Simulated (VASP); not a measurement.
Here is a VASP 6.6.1 calculation.

INCAR

```
SYSTEM = InP
PREC = Accurate ; ENCUT = 520
EDIFF = 1E-8 ; ISMEAR = 0
SIGMA = 0.01 ; LREAL = .FALSE.
LASPH = .TRUE. ; NELM = 60
ALGO = Normal ; ISIF = 2
LWAVE = .FALSE. ; LCHARG = .FALSE.
METAGGA = R2SCAN ; LMIXTAU = .TRUE.
LCALCEPS = .TRUE.
```

The input KPOINTS:

```
regular mesh
0
G
  6 6 6
  0 0 0
```

The input POSCAR:

```
InP
1.0
    0.0000000000      2.9833255112      2.9833255112
    2.9833255112      0.0000000000      2.9833255112
    2.9833255112      2.9833255112      0.0000000000
In P
1 1
Direct
    0.0000000000      0.0000000000      0.0000000000
    0.2500000000      0.2500000000      0.2500000000
```

Potentials or basis: VASP PAW PBE potentials, release 64 (In_d, P).

Run with:

```sh
$ cat potpaw_PBE.64/In_d/POTCAR potpaw_PBE.64/P/POTCAR > POTCAR
$ mpirun -np 1 vasp_std > vasp.out
```

(1) Estimate the electronic dielectric tensor (diagonal).

(2) What does it give for the Born charges (mean of the diagonal)?

(3) Predict the band gap on the k mesh.

## Answers

(1) 9.59.

(2) In +2.62; P -2.62 e.

(3) 0.85 eV.

Caveat: the cell differs from its parent crystal (strain +1.0%); spin-orbit coupling is left out, which moves the levels of the heavy elements.
